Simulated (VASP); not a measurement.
## La5N: single point with PBE

Crystal: La5N.

```
La N
1.0
     5.28025    0.00000    0.00000
    -2.64013    4.57283    0.00000
     0.00000    0.00000    6.79109
La N
5 1
Direct
  0.33333 0.66667 0.77844
  0.33333 0.66667 0.22156
  0.66667 0.33333 0.22156
  0.66667 0.33333 0.77844
  0.00000 0.00000 0.50000
  0.00000 0.00000 0.00000
```

The cell was built from a structure type or drawn by symmetry, and may not be a known phase.

* Program: VASP 6.6.1
* Task: single point
* Functional: PBE
* Potentials or basis: VASP PAW PBE potentials, release 64 (La, N)
* Cutoff: 520 eV
* k mesh: 6 × 6 × 4
* Occupations: gaussian, width 0.1 eV
* Spin: no spin polarisation

```
Pressure               : -0.1 GPa
Largest force          : 0.012 eV/Å
Band gap on the k mesh : zero (bands 30 and 31 overlap by 0.52 eV)
```

Forces in eV/Å, atoms in the order of the input:
```
La   0.000  0.000 -0.012
La   0.000  0.000  0.012
La   0.000  0.000  0.012
La   0.000  0.000 -0.012
La   0.000  0.000  0.000
N    0.000  0.000  0.000
```

Levels at points of the mesh, in eV from the Fermi level:
```csv
k point,band 28,band 29,band 30,band 31,band 32,band 33
"(0.00, 0.00, 0.00)",-0.95,-0.06,-0.06,0.80,1.17,1.18
"(0.50, 0.00, 0.00)",-0.98,-0.58,-0.31,0.14,0.36,0.50
"(0.00, 0.00, 0.50)",-0.95,-0.95,-0.20,0.02,0.02,1.01
"(0.50, 0.00, 0.50)",-0.36,-0.22,-0.21,0.28,0.30,0.65
```

It took 3.7 min on 1 thread of Intel(R) Xeon(R) Platinum 8488C (Sapphire Rapids), on a shared host, peak memory 0.35 GiB.

Caveat: spin-orbit coupling is left out, which moves the levels of the heavy elements.
